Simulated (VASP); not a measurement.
InAs, 2 atoms in the cell. Symmetry: I-4m2, No. 119, tetragonal system. The conventional cell has a = 4.434 Å, b = 4.434 Å, c = 6.087 Å, α = 90.00°, β = 90.00°, γ = 90.00°. In (site symmetry -4m2) has 4 As at 2.69 Å within 3.5 Å. Within 3.5 Å of As (site symmetry -4m2) lie 4 In at 2.69 Å.  This cell differs from its parent crystal: strain +0.030 along x and y, +0.000 along z.

| Property | Result |
| --- | --- |
| Program | VASP 6.6.1 |
| Task | single point |
| Functional | PBEsol |
| Potentials or basis | VASP PAW PBE potentials, release 64 (In_d, As) |
| Cutoff | 520 eV |
| k mesh | 18 × 18 × 18 |
| Occupations | gaussian, width 0.15 eV |
| Spin | no spin polarisation |
| Dipole correction | no |
| Further INCAR settings | ALGO = Normal; EDIFF = 1e-06; NBANDS = 16 |

Potentials or basis: VASP PAW PBE potentials, release 64 (In_d, As).

Launch:

```console
$ cat potpaw_PBE.64/In_d/POTCAR potpaw_PBE.64/As/POTCAR > POTCAR
$ mpirun -np 1 vasp_std > vasp.out
```

Hardware: 1 thread of Intel(R) Xeon(R) 6975P-C (Granite Rapids), with other jobs on the host.

Q: How long does it take, and how much memory?

A: Wall time 2.1 min on 1 thread of Intel(R) Xeon(R) 6975P-C (Granite Rapids), on a shared host, peak memory 0.57 GiB. Counts: scf iterations 12, k points 480.
